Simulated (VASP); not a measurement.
# Ge (C2/c) in VASP: single point with LDA

Aim: the single point of Ge with LDA.

Everything below comes from runs of VASP 6.6.1. Logs are shortened: lines on timing, memory, paths and dates and some standing lists are left out, and cuts for length are marked.

## 1. The cell of the first run

It takes space group C2/c (No. 15, monoclinic). Conventional cell: a = 5.490 Å, b = 5.687 Å, c = 3.952 Å, α = 90.00°, β = 133.99°, γ = 90.00°. Ge (site symmetry 2) has 4 Ge at 2.42 to 2.45 Å within 3.2 Å.

## 2. Single point, LDA (atoms displaced along a vibrational mode, the cell strained)

Contents of INCAR:

```
  PREC = Accurate
  ENCUT = 520
  EDIFF = 1E-6
  ISMEAR = 0
  SIGMA = 0.15
  LREAL = False
  LASPH = True
  NELM = 80
  ALGO = Normal
  ISIF = 2
  LWAVE = False
  LCHARG = False
  GGA = CA
  NBANDS = 21
```

Contents of KPOINTS:

```
Automatic mesh
0
Gamma
  14 14 14
```

Contents of POSCAR:

```
Ge
1.0
    0.0000000000      2.8434572514      2.7452228512
    2.8434572514      0.0000000000      2.7452228512
    2.8434572514      2.8434572514      0.0000000000
Ge
2
Direct
    0.5029174098      0.4970825902      0.4970825902
    0.7470825902      0.7529174098      0.7529174098
```

Potentials or basis: VASP PAW LDA potentials, release 64 (Ge_d).

On the command line:

```console
cat potpaw_LDA.64/Ge_d/POTCAR > POTCAR
mpirun -np 1 vasp_std > vasp.out
```

OUTCAR:

```text
PREC = Accurate
   ENCUT = 520
   EDIFF = 1E-6
   ISMEAR = 0
   LREAL = False
   LASPH = True
   NELM = 80
   ISIF = 2
   GGA = CA

 ion  position               nearest neighbor table
   1  0.503  0.497  0.497-   2 2.42   2 2.42   2 2.45   2 2.45
   2  0.747  0.753  0.753-   1 2.42   1 2.42   1 2.45   1 2.45

  LATTYP: Found a body centered tetragonal cell.
 ALAT       =     4.0212558090
 C/A-ratio  =     1.3653559891

  Lattice vectors:

 A1 = (   0.0000000000,  -2.8434572514,  -2.7452228512)
 A2 = (   0.0000000000,   2.8434572514,  -2.7452228512)
 A3 = (   2.8434572514,   0.0000000000,   2.7452228512)

Analysis of symmetry for initial positions (statically):
=====================================================================
 Subroutine PRICEL returns:
 Original cell was already a primitive cell.

 Routine SETGRP: Setting up the symmetry group for a
 body centered tetragonal supercell.

 Subroutine GETGRP returns: Found  4 space group operations
 (whereof  2 operations were pure point group operations)
 out of a pool of 16 trial point group operations.

The static configuration has the point symmetry C_2 .
 The point group associated with its full space group is C_2h.

Analysis of symmetry for dynamics (positions and initial velocities):
=====================================================================
 Subroutine PRICEL returns:
 Original cell was already a primitive cell.

 Routine SETGRP: Setting up the symmetry group for a
 body centered tetragonal supercell.

 Subroutine GETGRP returns: Found  4 space group operations
 (whereof  2 operations were pure point group operations)
 out of a pool of 16 trial point group operations.

The dynamic configuration has the point symmetry C_2 .
 The point group associated with its full space group is C_2h.

 Subroutine INISYM returns: Found  4 space group operations
 (whereof  2 operations are pure point group operations),
 and found     1 'primitive' translations

----------------------------------------------------------------------------------------

                                     Primitive cell

  volume of cell :      44.3916

  direct lattice vectors                    reciprocal lattice vectors
     0.000000000  2.843457251  2.745222851    -0.175842278  0.175842278  0.182134576
     2.843457251  0.000000000  2.745222851     0.175842278 -0.175842278  0.182134576
     2.843457251  2.843457251  0.000000000     0.175842278  0.175842278 -0.182134576

  length of vectors
     3.952404033  3.952404033  4.021255809     0.308243438  0.308243438  0.308243438

[... 79 lines left out ...]
   NELM   =     80;   NELMIN=  2; NELMDL= -5     # of ELM steps
   EDIFF  = 0.1E-05   stopping-criterion for ELM
   LREAL  =      F    real-space projection
   EDIFFG = 0.1E-04   stopping-criterion for IOM
   NSW    =      0    number of steps for IOM
   IBRION =     -1    ionic relax: 0-MD 1-quasi-New 2-CG
   NFREE  =      0    steps in history (QN), initial steepest desc. (CG)
   ISIF   =      2    stress and relaxation
   ISYM   =      2    0-nonsym 1-usesym 2-fastsym
   POTIM  = 0.5000    time-step for ionic-motion
   TEBEG  =    0.0;   TEEND  =   0.0 temperature during run
   PSTRESS=    0.0 pullay stress
   NELECT =      28.0000    total number of electrons
   NUPDOWN=      -1.0000    fix difference up-down
   EMIN   =  10.00;   EMAX   =-10.00  energy-range for DOS
   EFERMI =   0.00;   METHOD = LEGACY
   ISMEAR =     0;   SIGMA  =   0.15  broadening in eV -4-tet -1-fermi 0-gaus
   EFERMI_NEDOS =   21; number of points for ismear=-14 and -15
   IALGO  =     38    algorithm
   IMIX   =      4    mixing-type and parameters
     AMIX     =   0.40;   BMIX     =  1.00
     AMIX_MAG =   1.60;   BMIX_MAG =  1.00
  volume/ion in A,a.u.               =      22.20       149.78
  Fermi-wavevector in a.u.,A,eV,Ry     =   1.403979  2.653135 26.819206  1.971156
  Thomas-Fermi vector in A             =   2.526586
   LORBIT       =      0    0 simple, 1 ext, 2 COOP (PROOUT), +10 PAW based schemes
   GGA     = CA    functional components
   LHFCALC =     F    Hartree Fock is set to
   AEXX    =    0.0000 exact exchange contribution
   IVDW    =     0    specifies the selected vdW correction
   LEPSILON=     F    determine dielectric tensor
   LRPA    =     F    only Hartree local field effects (RPA)
 non-spin polarized calculation
 Gauss-broadening in eV      SIGMA  =   0.15
  energy-cutoff  :      520.00
  volume of cell :       44.39
 maximum number of plane-waves:      1221
 NGX is ok and might be reduce to    30
   NGX = 15   NGY = 15   NGZ = 15

 number of electron      28.0000010 magnetization

 Free energy of the ion-electron system (eV)
  ---------------------------------------------------
  ext. energy  EPLUGINS =         0.00000000
  ---------------------------------------------------
  free energy    TOTEN  =       -10.37771474 eV

  energy without entropy =      -10.37697661  energy(sigma->0) =      -10.37734567

 E-fermi :   4.9938     XC(G=0): -10.3834

 val. band max:        4.9730431227   @ k =   0.5000   0.0000   0.0000
 cond. band min:       4.9963785773   @ k =  -0.0000  -0.0000  -0.0714
 fundamental gap:      0.0233354546
 Fermi energy:         4.9937788017

 k-point     1 :       0.0000    0.0000    0.0000
  band No.  band energies     occupation
      1     -20.0632      2.00000
      2     -20.0495      2.00000
      3     -20.0438      2.00000
      4     -20.0159      2.00000
      5     -20.0117      2.00000
      6     -19.7993      2.00000
[... 565 lines left out ...]
     20      13.9889      0.00000
     21      14.7286      0.00000

 [... further k-points ...]

------------------------ aborting loop because EDIFF is reached ----------------------------------------

  FORCE on cell =-STRESS in cart. coord.  units (eV):
  Direction    XX          YY          ZZ          XY          YZ          ZX
  --------------------------------------------------------------------------------------
  -------------------------------------------------------------------------------------
  Total       -0.1358354     -0.1283855      0.5469731      0.0000000     -0.2908914      0.0000000
  in kB       -4.9025551     -4.6336742     19.7412891      0.0000000    -10.4988186      0.0000000
  external PRESSURE =       3.4016866 kB  Pullay stress =       0.0000000 kB

 VOLUME and BASIS-vectors are now :
 -----------------------------------------------------------------------------
  energy-cutoff  :      520.00
  volume of cell :       44.39
      direct lattice vectors                 reciprocal lattice vectors
     0.000000000  2.843457251  2.745222851    -0.175842278  0.175842278  0.182134576
     2.843457251  0.000000000  2.745222851     0.175842278 -0.175842278  0.182134576
     2.843457251  2.843457251  0.000000000     0.175842278  0.175842278 -0.182134576

 POSITION                                       TOTAL-FORCE (eV/Angst)
 -----------------------------------------------------------------------------------
      2.82687      2.84346      2.74522         0.373166      0.000000      0.000000
      4.28178      4.26519      4.11783        -0.373166      0.000000      0.000000
 -----------------------------------------------------------------------------------
    total drift:                                0.000000     -0.000000     -0.000000

  FREE ENERGIE OF THE ION-ELECTRON SYSTEM (eV)
  ---------------------------------------------------
  free  energy   TOTEN  =       -10.3777147429 eV

  energy  without entropy=      -10.3769766053  energy(sigma->0) =      -10.37734567
```

Run time: 16 min. Hardware: 1 thread of Intel Xeon 8259CL, shared host; peak memory 0.59 GiB.

What came out:

```yaml
Free_energy: -10.3777 eV
Pressure: 0.3 GPa
Largest_force: 0.373 eV/Å
Band_gap_on_the_k_mesh: zero (bands 14 and 15 overlap by 0.02 eV)
```

Forces in eV/Å, atoms in the order of the input:
```
Ge   0.373  0.000  0.000
Ge  -0.373  0.000  0.000
```

Caveat: the cell differs from its parent crystal (atoms displaced along a vibrational mode, the cell strained); semilocal functionals underestimate gaps, and a narrow one can read as zero.

The gap in the log of VASP goes by the Fermi energy; the results here count the filled bands.